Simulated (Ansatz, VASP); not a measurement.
## One calculation of WS2, two programs

File INCAR:

```
PREC = Accurate ; ENCUT = 520
EDIFF = 1E-7 ; ISMEAR = 0
SIGMA = 0.05 ; LREAL = F
LASPH = T ; NELM = 100
ALGO = Normal ; ISIF = 2
LWAVE = F ; LCHARG = F
LDIPOL = T ; IDIPOL = 3
DIPOL = 0.5 0.5 0.400 ; GGA = PE
IVDW = 12 ; NBANDS = 35
```

Contents of KPOINTS:

```
Automatic mesh
0
Gamma
  9 9 1
```

POSCAR

```
WS2
1.0
    3.1595457497      0.0000000000      0.0000000000
   -1.5797728749      2.7362468836      0.0000000000
    0.0000000000      0.0000000000     23.8042575719
S W
4 2
Direct
    0.3333333333      0.6666666667      0.1890418126
    0.3333333333      0.6666666667      0.3214605103
    0.3333333333      0.6666666667      0.4785752612
    0.3333333333      0.6666666667      0.6109939589
    0.6666666667      0.3333333333      0.2552511581
    0.6666666667      0.3333333333      0.5447846067
```

Input for Ansatz:

```yaml
crystal:
  lattice:
    - [3.1595457497, 0.0, 0.0]
    - [-1.5797728749, 2.7362468836, 0.0]
    - [0.0, 0.0, 23.8042575719]
  atoms:
    - { symbol: S, position: [0.3333333333, 0.6666666667, 0.1890418126] }
    - { symbol: W, position: [0.6666666667, 0.3333333333, 0.2552511581] }
    - { symbol: S, position: [0.3333333333, 0.6666666667, 0.3214605103] }
    - { symbol: S, position: [0.3333333333, 0.6666666667, 0.4785752612] }
    - { symbol: W, position: [0.6666666667, 0.3333333333, 0.5447846067] }
    - { symbol: S, position: [0.3333333333, 0.6666666667, 0.6109939589] }
basis:
  ecutwfc: 420
kpoints:
  mp_grid: { grid: [9, 9, 1] }
hamiltonian:
  xc: pbe
  pseudopotentials: { kind: paw, azcp: { folder: soft_1 } }
  dispersion: d3bj
scf:
  occupations: { method: gaussian, width: 0.05 }
output:
  forces: true
  eigenvalues: true
efield:
  axis: 3
  dipole_correction: true
  ramp_width: 0.04
```

Alike in both runs: task single point; functional PBE; dispersion D3(BJ); k mesh 9 × 9 × 1; occupations gaussian, width 0.05 eV; no spin polarisation.

```csv
,VASP,Ansatz
version,VASP 6.6.1,Ansatz 0.2.0
potentials or method,"VASP PAW PBE potentials, release 64 (S, W_sv), cutoff 520 eV","scalar-relativistic, plane waves, PAW"
valence electrons in the cell,52,52
```

Ansatz gave:

- gap on the k mesh at the Fermi level (eV): 1.81
- least direct gap on the mesh (eV): 1.90
- rms of the force components (eV/Å): 0.014

Q: What did VASP give for the same quantities?

A: gap on the k mesh at the Fermi level (eV): 1.82; least direct gap on the mesh (eV): 1.91; rms of the force components (eV/Å): 0.014.

Spin-orbit coupling is off throughout.
